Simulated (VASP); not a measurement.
# Pd (Fm-3m) in VASP: notebook

The runs below take Pd through single point, relaxation of cell and atoms, with LDA.

Everything below comes from runs of VASP 6.6.1. Logs are shortened: lines on timing, memory, paths and dates and some standing lists are left out, and cuts for length are marked.

**1. The cell of the first run**

It takes space group Fm-3m (No. 225, cubic). Conventional cell: a = 3.846 Å, b = 3.846 Å, c = 3.846 Å, α = 90.00°, β = 90.00°, γ = 90.00°. Within 3.6 Å of Pd (site symmetry m-3m) lie 12 Pd at 2.72 Å.

**2. Single point, LDA**

File INCAR:

```
PREC = Accurate ; ENCUT = 520
EDIFF = 1E-6 ; ISMEAR = 0
SIGMA = 0.1 ; LREAL = False
LASPH = True ; NELM = 60
ALGO = Normal ; ISIF = 2
LWAVE = False ; LCHARG = False
GGA = CA ; NBANDS = 11
```

File KPOINTS:

```
regular mesh
0
Gamma
  8 8 8
```

File POSCAR:

```
Pd
1.0
    0.0000000000      1.9227552135      1.9227552135
    1.9227552135      0.0000000000      1.9227552135
    1.9227552135      1.9227552135      0.0000000000
Pd
1
Direct
    0.0000000000      0.0000000000      0.0000000000
```

Potentials or basis: VASP PAW LDA potentials, release 64 (Pd).

Launch:

```
$ cat potpaw_LDA.64/Pd/POTCAR > POTCAR
$ mpirun -np 1 vasp_std > vasp.out
```

OUTCAR:

```text
PREC = Accurate
   ENCUT = 520
   EDIFF = 1E-6
   ISMEAR = 0
   LREAL = False
   LASPH = True
   NELM = 60
   ISIF = 2
   GGA = CA

 ion  position               nearest neighbor table
   1  0.000  0.000  0.000-

  LATTYP: Found a face centered cubic cell.
 ALAT       =     3.8455104270

  Lattice vectors:

 A1 = (   0.0000000000,   1.9227552135,   1.9227552135)
 A2 = (   1.9227552135,   0.0000000000,   1.9227552135)
 A3 = (   1.9227552135,   1.9227552135,   0.0000000000)

Analysis of symmetry for initial positions (statically):
=====================================================================
 Subroutine PRICEL returns:
 Original cell was already a primitive cell.

 Routine SETGRP: Setting up the symmetry group for a
 face centered cubic supercell.

 Subroutine GETGRP returns: Found 48 space group operations
 (whereof 48 operations were pure point group operations)
 out of a pool of 48 trial point group operations.

The static configuration has the point symmetry O_h .

Analysis of symmetry for dynamics (positions and initial velocities):
=====================================================================
 Subroutine PRICEL returns:
 Original cell was already a primitive cell.

 Routine SETGRP: Setting up the symmetry group for a
 face centered cubic supercell.

 Subroutine GETGRP returns: Found 48 space group operations
 (whereof 48 operations were pure point group operations)
 out of a pool of 48 trial point group operations.

The dynamic configuration has the point symmetry O_h .

 Subroutine INISYM returns: Found 48 space group operations
 (whereof 48 operations are pure point group operations),
 and found     1 'primitive' translations

----------------------------------------------------------------------------------------

                                     Primitive cell

  volume of cell :      14.2168

  direct lattice vectors                    reciprocal lattice vectors
     0.000000000  1.922755213  1.922755213    -0.260043502  0.260043502  0.260043502
     1.922755213  0.000000000  1.922755213     0.260043502 -0.260043502  0.260043502
     1.922755213  1.922755213  0.000000000     0.260043502  0.260043502 -0.260043502

  length of vectors
     2.719186500  2.719186500  2.719186500     0.450408558  0.450408558  0.450408558

  position of ions in fractional coordinates (direct lattice)
     0.000000000  0.000000000  0.000000000

  ion indices of the primitive-cell ions
   primitive index   ion index
                 1           1

----------------------------------------------------------------------------------------

 KPOINTS: regular mesh

Automatic generation of k-mesh.
 Grid dimensions read from file:
 generate k-points for:    8    8    8

 Generating k-lattice:

  Cartesian coordinates                     Fractional coordinates (reciprocal lattice)
    -0.032505438  0.032505438  0.032505438     0.125000000  0.000000000  0.000000000
     0.032505438 -0.032505438  0.032505438     0.000000000  0.125000000  0.000000000
     0.032505438  0.032505438 -0.032505438     0.000000000  0.000000000  0.125000000

  Length of vectors
     0.056301070  0.056301070  0.056301070

  Shift w.r.t. Gamma in fractional coordinates (k-lattice)
     0.000000000  0.000000000  0.000000000

 Subroutine IBZKPT returns following result:
 ===========================================

 Found     29 irreducible k-points:

 Following reciprocal coordinates:
            Coordinates               Weight
  0.000000  0.000000  0.000000      1.000000
  0.125000  0.000000  0.000000      8.000000
  0.250000  0.000000  0.000000      8.000000
  0.375000  0.000000  0.000000      8.000000
  0.500000  0.000000  0.000000      4.000000
  0.125000  0.125000  0.000000      6.000000
[... 16 lines left out ...]
  0.500000  0.250000  0.125000     48.000000
 -0.375000  0.250000  0.125000     24.000000
 [... further k-points ...]
   k-points           NKPTS =     29   k-points in BZ     NKDIM =     29   number of bands    NBANDS=     11
   number of dos      NEDOS =    301   number of ions     NIONS =      1
   total plane-waves  NPLWV =   8000
   dimension x,y,z NGX =    20 NGY =   20 NGZ =   20
   dimension x,y,z NGXF=    40 NGYF=   40 NGZF=   40
   ions per type =               1
   NGX,Y,Z   is equivalent  to a cutoff of  12.23, 12.23, 12.23 a.u.
   NGXF,Y,Z  is equivalent  to a cutoff of  24.46, 24.46, 24.46 a.u.
 SYSTEM =  unknown system
   PREC   = accura    normal or accurate (medium, high low for compatibility)
   ISTART =      0    job   : 0-new  1-cont  2-samecut
   ICHARG =      2    charge: 1-file 2-atom 10-const
   ISPIN  =      1    spin polarized calculation?
   LNONCOLLINEAR =      F non collinear calculations
   LSORBIT =      F    spin-orbit coupling
   LASPH  =      T    aspherical Exc in radial PAW
   ENCUT  =  520.0 eV  38.22 Ry    6.18 a.u.   5.06  5.06  5.06*2*pi/ulx,y,z
   NELM   =     60;   NELMIN=  2; NELMDL= -5     # of ELM steps
   EDIFF  = 0.1E-05   stopping-criterion for ELM
   LREAL  =      F    real-space projection
   EDIFFG = 0.1E-04   stopping-criterion for IOM
   NSW    =      0    number of steps for IOM
   IBRION =     -1    ionic relax: 0-MD 1-quasi-New 2-CG
   NFREE  =      0    steps in history (QN), initial steepest desc. (CG)
   ISIF   =      2    stress and relaxation
   ISYM   =      2    0-nonsym 1-usesym 2-fastsym
   POTIM  = 0.5000    time-step for ionic-motion
   TEBEG  =    0.0;   TEEND  =   0.0 temperature during run
   PSTRESS=    0.0 pullay stress
   NELECT =      10.0000    total number of electrons
   NUPDOWN=      -1.0000    fix difference up-down
   EMIN   =  10.00;   EMAX   =-10.00  energy-range for DOS
   EFERMI =   0.00;   METHOD = LEGACY
   ISMEAR =     0;   SIGMA  =   0.10  broadening in eV -4-tet -1-fermi 0-gaus
   EFERMI_NEDOS =   21; number of points for ismear=-14 and -15
   IALGO  =     38    algorithm
   IMIX   =      4    mixing-type and parameters
     AMIX     =   0.40;   BMIX     =  1.00
     AMIX_MAG =   1.60;   BMIX_MAG =  1.00
  volume/ion in A,a.u.               =      14.22        95.94
  Fermi-wavevector in a.u.,A,eV,Ry     =   1.455931  2.751311 28.840752  2.119735
  Thomas-Fermi vector in A             =   2.572908
   LORBIT       =      0    0 simple, 1 ext, 2 COOP (PROOUT), +10 PAW based schemes
   GGA     = CA    functional components
   LHFCALC =     F    Hartree Fock is set to
   AEXX    =    0.0000 exact exchange contribution
   IVDW    =     0    specifies the selected vdW correction
   LEPSILON=     F    determine dielectric tensor
   LRPA    =     F    only Hartree local field effects (RPA)
 non-spin polarized calculation
 Gauss-broadening in eV      SIGMA  =   0.10
  energy-cutoff  :      520.00
  volume of cell :       14.22
 maximum number of plane-waves:       392
   NGX = 11   NGY = 11   NGZ = 11

 number of electron      10.0000005 magnetization

 Free energy of the ion-electron system (eV)
  ---------------------------------------------------
  ext. energy  EPLUGINS =         0.00000000
  ---------------------------------------------------
  free energy    TOTEN  =        -6.47252646 eV

  energy without entropy =       -6.46003936  energy(sigma->0) =       -6.46628291

 E-fermi :  10.3494     XC(G=0): -13.7381

 val. band max:       10.3038719065   @ k =  -0.3750   0.3750   0.1250
 cond. band min:      10.3602942369   @ k =   0.5000   0.2500   0.0000
 fundamental gap:      0.0564223305
 Fermi energy:        10.3493782377

 k-point     1 :       0.0000    0.0000    0.0000
  band No.  band energies     occupation
      1       2.7080      2.00000
      2       7.2281      2.00000
      3       7.2281      2.00000
      4       7.2281      2.00000
      5       8.9711      2.00000
      6       8.9711      2.00000
      7      27.3748      0.00000
      8      32.3007      0.00000
      9      32.3007      0.00000
     10      32.3007      0.00000
     11      35.9791      0.00000

 k-point     2 :       0.1250    0.0000    0.0000
  band No.  band energies     occupation
      1       3.2739      2.00000
      2       7.0443      2.00000
      3       7.4121      2.00000
      4       7.4121      2.00000
      5       8.8971      2.00000
      6       8.8971      2.00000
      7      27.9075      0.00000
      8      29.6203      0.00000
      9      32.9906      0.00000
     10      32.9906      0.00000
     11      36.0174      0.00000

 k-point     3 :       0.2500    0.0000    0.0000
  band No.  band energies     occupation
      1       4.4443      2.00000
      2       7.1716      2.00000
      3       7.5420      2.00000
      4       7.5420      2.00000
      5       9.1253      2.00000
      6       9.1253      2.00000
      7      25.0182      0.00000
      8      28.5250      0.00000
      9      34.2540      0.00000
     10      34.2540      0.00000
     11      35.9629      0.00000

 k-point     4 :       0.3750    0.0000    0.0000
  band No.  band energies     occupation
      1       4.6973      2.00000
      2       7.3108      2.00000
      3       7.3108      2.00000
      4       9.1945      2.00000
      5       9.8662      2.00000
      6       9.8662      2.00000
      7      20.4853      0.00000
      8      27.3382      0.00000
      9      32.6270      0.00000
     10      32.6270      0.00000
     11      35.9958      0.00000

 k-point     5 :       0.5000    0.0000    0.0000
  band No.  band energies     occupation
      1       4.6054      2.00000
      2       7.1789      2.00000
      3       7.1789      2.00000
      4      10.2636      1.77473
      5      10.2636      1.77473
      6      11.0952      0.00000
      7      17.8135      0.00000
      8      26.7518      0.00000
      9      31.5177      0.00000
     10      31.5177      0.00000
     11      36.0049      0.00000

 k-point     6 :       0.1250    0.1250    0.0000
  band No.  band energies     occupation
      1       3.4639      2.00000
      2       6.8066      2.00000
      3       7.5907      2.00000
      4       7.5907      2.00000
      5       8.5481      2.00000
      6       9.1430      2.00000
      7      28.2612      0.00000
      8      30.5355      0.00000
      9      31.7354      0.00000
     10      31.7354      0.00000
     11      36.0048      0.00000

 k-point     7 :       0.2500    0.1250    0.0000
  band No.  band energies     occupation
      1       4.5180      2.00000
      2       6.4957      2.00000
      3       7.6578      2.00000
      4       7.8918      2.00000
      5       8.7498      2.00000
      6       9.4048      2.00000
      7      26.8432      0.00000
      8      29.0670      0.00000
      9      31.0250      0.00000
     10      32.5436      0.00000
     11      35.9152      0.00000

 k-point     8 :       0.3750    0.1250    0.0000
  band No.  band energies     occupation
      1       5.0793      2.00000
      2       7.1083      2.00000
      3       7.3355      2.00000
      4       7.7736      2.00000
      5      10.0131      2.00000
      6      10.4120      0.37588
      7      22.1768      0.00000
      8      28.0393      0.00000
      9      30.2302      0.00000
     10      32.0393      0.00000
     11      36.0319      0.00000
[... 141 lines left out ...]
 k-point    19 :       0.5000    0.3750    0.0000
  band No.  band energies     occupation
      1       4.8188      2.00000
      2       5.1379      2.00000
      3       9.3280      2.00000
      4       9.7449      2.00000
      5      10.4573      0.12685
      6      14.0118      0.00000
      7      21.8262      0.00000
      8      22.6923      0.00000
      9      24.6405      0.00000
     10      31.8895      0.00000
     11      34.4857      0.00000

 k-point    20 :      -0.3750    0.3750    0.0000
  band No.  band energies     occupation
      1       5.2010      2.00000
      2       5.8218      2.00000
      3       8.1378      2.00000
      4       9.2547      2.00000
      5      10.1085      1.99934
      6      17.4858      0.00000
      7      18.4324      0.00000
      8      21.3687      0.00000
      9      26.3485      0.00000
     10      31.0359      0.00000
     11      36.0054      0.00000

 k-point    21 :       0.5000    0.5000    0.0000
  band No.  band energies     occupation
      1       4.5009      2.00000
      2       4.8074      2.00000
      3      10.2392      1.88080
      4      10.6014      0.00036
      5      10.6014      0.00036
      6      13.4870      0.00000
      7      21.3604      0.00000
      8      23.5017      0.00000
      9      23.5017      0.00000
     10      32.3037      0.00000
     11      32.5142      0.00000

 k-point    22 :       0.3750    0.2500    0.1250
  band No.  band energies     occupation
      1       5.4846      2.00000
      2       6.1371      2.00000
      3       7.2713      2.00000
      4       8.6006      2.00000
      5       8.8004      2.00000
      6      10.5471      0.00517
      7      25.5334      0.00000
      8      26.4453      0.00000
      9      29.8340      0.00000
     10      32.4278      0.00000
     11      35.8854      0.00000

 k-point    23 :       0.5000    0.2500    0.1250
  band No.  band energies     occupation
      1       5.6576      2.00000
      2       6.5857      2.00000
      3       7.0155      2.00000
      4       8.4043      2.00000
      5       9.7140      2.00000
      6      12.7852      0.00000
      7      21.1669      0.00000
      8      25.6388      0.00000
      9      27.8162      0.00000
     10      32.5950      0.00000
     11      36.1461      0.00000

 k-point    24 :      -0.3750    0.2500    0.1250
  band No.  band energies     occupation
      1       5.5947      2.00000
      2       6.3787      2.00000
      3       7.6376      2.00000
      4       8.1580      2.00000
      5      10.1136      1.99914
      6      15.1708      0.00000
      7      17.8164      0.00000
      8      26.1440      0.00000
      9      26.4773      0.00000
     10      31.5935      0.00000
     11      36.0274      0.00000

 [... further k-points ...]
[... 5 lines left out ...]
  --------------------------------------------------------------------------------------
  -------------------------------------------------------------------------------------
  Total        0.0153448      0.0153448      0.0153448      0.0000000      0.0000000      0.0000000
  in kB        1.7292935      1.7292935      1.7292935      0.0000000      0.0000000      0.0000000
  external PRESSURE =       1.7292935 kB  Pullay stress =       0.0000000 kB

 VOLUME and BASIS-vectors are now :
 -----------------------------------------------------------------------------
  energy-cutoff  :      520.00
  volume of cell :       14.22
      direct lattice vectors                 reciprocal lattice vectors
     0.000000000  1.922755213  1.922755213    -0.260043502  0.260043502  0.260043502
     1.922755213  0.000000000  1.922755213     0.260043502 -0.260043502  0.260043502
     1.922755213  1.922755213  0.000000000     0.260043502  0.260043502 -0.260043502

 POSITION                                       TOTAL-FORCE (eV/Angst)
 -----------------------------------------------------------------------------------
      0.00000      0.00000      0.00000        -0.000000     -0.000000      0.000000
 -----------------------------------------------------------------------------------
    total drift:                                0.000000      0.000000      0.000000

  FREE ENERGIE OF THE ION-ELECTRON SYSTEM (eV)
  ---------------------------------------------------
  free  energy   TOTEN  =        -6.4725264646 eV

  energy  without entropy=       -6.4600393600  energy(sigma->0) =       -6.46628291
```

Run time: 3.9 s. Hardware: 1 thread of Intel Xeon Platinum 8488C (Sapphire Rapids), shared host; peak memory 0.11 GiB.

What came out:

| Property | Result |
| --- | --- |
| Free energy | -6.4725 eV |
| Pressure | 0.2 GPa |
| Band gap on the k mesh | zero (band 5 reaches 10.60 eV, above the bottom of band 6 at 8.90 eV) |

**3. Single point, LDA**

This run uses another cell than the first one, of 15.03 Å³/atom, 1.057 times its volume.

File INCAR:

```
SYSTEM = Pd
  PREC = Accurate
  ENCUT = 520
  EDIFF = 1E-7
  ISMEAR = 0
  SIGMA = 0.1
  LREAL = .FALSE.
  LASPH = .TRUE.
  NELM = 100
  ALGO = Normal
  ISIF = 2
  LWAVE = .FALSE.
  LCHARG = .FALSE.
  NBANDS = 11
```

File KPOINTS:

```
regular mesh
0
G
  8 8 8
  0 0 0
```

File POSCAR:

```
Pd
1.0
    0.0000000000      1.9586507900      1.9586507900
    1.9586507900      0.0000000000      1.9586507900
    1.9586507900      1.9586507900      0.0000000000
Pd
1
Direct
    0.0000000000      0.0000000000      0.0000000000
```

Potentials or basis: VASP PAW LDA potentials, release 64 (Pd).

Launch:

```
$ cat potpaw_LDA.64/Pd/POTCAR > POTCAR
$ mpirun -np 1 vasp_std > vasp.out
```

Run time: 5.9 s. Hardware: 1 thread of Intel Xeon Platinum 8488C (Sapphire Rapids), shared host; peak memory 0.13 GiB.

Results (log left out):

| Property | Result |
| --- | --- |
| Free energy | -6.4451 eV |
| Pressure | -10.6 GPa |
| Band gap on the k mesh | zero (band 5 reaches 9.60 eV, above the bottom of band 6 at 8.05 eV) |

Levels at points of the mesh, in eV from the Fermi level:
| k point | band 1 | band 2 | band 3 | band 4 | band 5 | band 6 | band 7 | band 8 | band 9 | band 10 |
| --- | --- | --- | --- | --- | --- | --- | --- | --- | --- | --- |
| (0.00, 0.00, 0.00) | -7.20 | -2.86 | -2.86 | -2.86 | -1.26 | -1.26 | 17.02 | 21.63 | 21.63 | 21.63 |
| (0.50, 0.00, 0.00) | -5.29 | -2.90 | -2.90 | -0.08 | -0.08 | 0.88 | 7.02 | 16.38 | 20.64 | 20.64 |
| (0.50, 0.50, 0.00) | -5.36 | -5.08 | -0.11 | 0.22 | 0.22 | 3.15 | 10.43 | 12.86 | 12.86 | 21.15 |

**4. Relaxation of cell and atoms, LDA**

This run uses another cell than the first one, of 15.03 Å³/atom, 1.057 times its volume.

File INCAR:

```
PREC = Accurate ; ENCUT = 600
EDIFF = 1E-6 ; ISMEAR = 0
SIGMA = 0.1 ; LREAL = False
LASPH = True ; NELM = 60
ALGO = Normal ; ISIF = 3
LWAVE = False ; LCHARG = False
GGA = CA ; IBRION = 2
NSW = 100 ; EDIFFG = -0.05
```

File KPOINTS:

```
regular mesh
0
Gamma
  8 8 8
```

POSCAR is that of step 3.

Launch:

```
$ cat potpaw_LDA.64/Pd/POTCAR > POTCAR
$ mpirun -np 1 vasp_std > vasp.out
```

Wall time 7.6 s (1 thread of Intel Xeon Platinum 8488C (Sapphire Rapids), shared host); peak memory 0.13 GiB.

The run converged. Its results:

```yaml
Free_energy: -6.4730 eV
Relaxed_volume: 14.25 Å³/atom
Relaxed_cell: a = 2.721 Å, b = 2.721 Å, c = 2.721 Å, α = 60.00°, β = 60.00°, γ = 60.00°
Space_group_after_relaxing_to_0.05_Å: Fm-3m (No. 225)
Energy_gained_by_relaxing: 28.1 meV/atom
Ionic_steps: 3
Pressure_after_relaxing: -0.3 GPa
Band_gap_on_the_k_mesh: zero (band 5 reaches 10.56 eV, above the bottom of band 6 at 8.86 eV)
```

The path:
```csv
step,energy change (eV),largest force (eV/Å),pressure (GPa),volume (Å³)
1,0.0000,0.0000,-10.60,15.03
2,0.0667,0.0000,26.62,12.97
3,-0.0281,0.0000,-0.33,14.25
```

Final structure:
```
Pd
1.0
     0.00000    1.92415    1.92415
     1.92415    0.00000    1.92415
     1.92415    1.92415    0.00000
Pd
1
Direct
  0.00000 0.00000 0.00000
```

Levels at points of the mesh, in eV from the Fermi level:
```
           k point  band 2  band 3  band 4  band 5  band 6  band 7  band 8  band 9
(0.00, 0.00, 0.00)   -3.11   -3.11   -3.11   -1.37   -1.37   17.03   21.94   21.94
(0.50, 0.00, 0.00)   -3.16   -3.16   -0.09   -0.09    0.75    7.45   16.40   21.15
(0.50, 0.50, 0.00)   -5.52   -0.11    0.25    0.25    3.14   10.99   13.14   13.14
```

**5. The runs side by side**

| task | cell | cutoff (eV) | gap on the mesh (eV) | pressure (GPa) |
| --- | --- | --- | --- | --- |
| single point | a = 2.719 Å, angles 60.0°, 1 atom | 520 | none | 0.2 |
| single point | a = 2.770 Å, angles 60.0°, 1 atom | 520 | none | -10.6 |
| relaxation of cell and atoms | relaxed from a = 2.770 Å, angles 60.0°, 1 atom | 600 | none | -0.3 |

Alike in all rows: level LDA; potentials or basis VASP PAW LDA potentials, release 64 (Pd); no spin polarisation; k mesh 8 × 8 × 8; smearing gaussian 0.1 eV.

Absolute energies hang on the potentials; compare differences alone.
